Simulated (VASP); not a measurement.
Input of a VASP 6.6.1 run:

Contents of INCAR:

```
SYSTEM = BN
PREC     = Accurate       ! precision mode
ENCUT    = 520            ! plane-wave cutoff, eV
EDIFF    = 1E-6           ! SCF threshold, eV
ISMEAR   = 0              ! smearing method
SIGMA    = 0.05           ! smearing width, eV
LREAL    = .False.        ! projectors in reciprocal space
LASPH    = .True.         ! aspherical terms in the spheres
NELM     = 80             ! most SCF steps
ALGO     = Fast           ! electronic algorithm
ISIF     = 2              ! what is computed and relaxed
LWAVE    = .False.        ! write WAVECAR
LCHARG   = .False.        ! write CHGCAR
LDIPOL   = .True.       
IDIPOL   = 3            
DIPOL    = 0.5 0.5 0.500
GGA      = PE             ! functional
IBRION   = 2              ! ionic algorithm
NSW      = 60             ! ionic steps
EDIFFG   = -0.04          ! ionic threshold
```

Contents of KPOINTS:

```
Automatic mesh
0
Gamma
  10 7 1
  0 0 0
```

File POSCAR:

```
BN
1.0
    2.5022435700      0.0000000000      0.0000000000
    0.0000000000      3.6692997700      0.0000000000
    0.0000000000      0.0000000000     27.6248589207
B N
6 6
Selective dynamics
Direct
    0.5000000000      0.7683121700      0.3076938791  F F F
    0.0000000000      0.5357908500      0.3798021062  F F F
    0.5000000000      0.3032695300      0.4519103437  F F F
    0.0000000000      0.0707482100      0.5240185709  T T T
    0.5000000000      0.8382268900      0.5961268084  T T T
    0.0000000000      0.6057055700      0.6682350355  T T T
    0.0000000000      0.6914203900      0.3317649645  F F F
    0.5000000000      0.4588990700      0.4038731916  F F F
    0.0000000000      0.2263777400      0.4759814291  F F F
    0.5000000000      0.9938564200      0.5480896563  T T T
    0.0000000000      0.7613351000      0.6201978938  T T T
    0.5000000000      0.5288137800      0.6923061209  T T T
```

Potentials or basis: VASP PAW PBE potentials, release 64 (B, N).

Run with:

```console
$ cat potpaw_PBE.64/B/POTCAR potpaw_PBE.64/N/POTCAR > POTCAR
$ mpirun -np 1 vasp_std > vasp.out
```

(1) Predict the band gap on the k mesh.

(2) What does it give for the energy gained by relaxing?

## Answers

(1) zero (bands 24 and 25 overlap by 0.42 eV).

(2) 10.4 meV/atom.
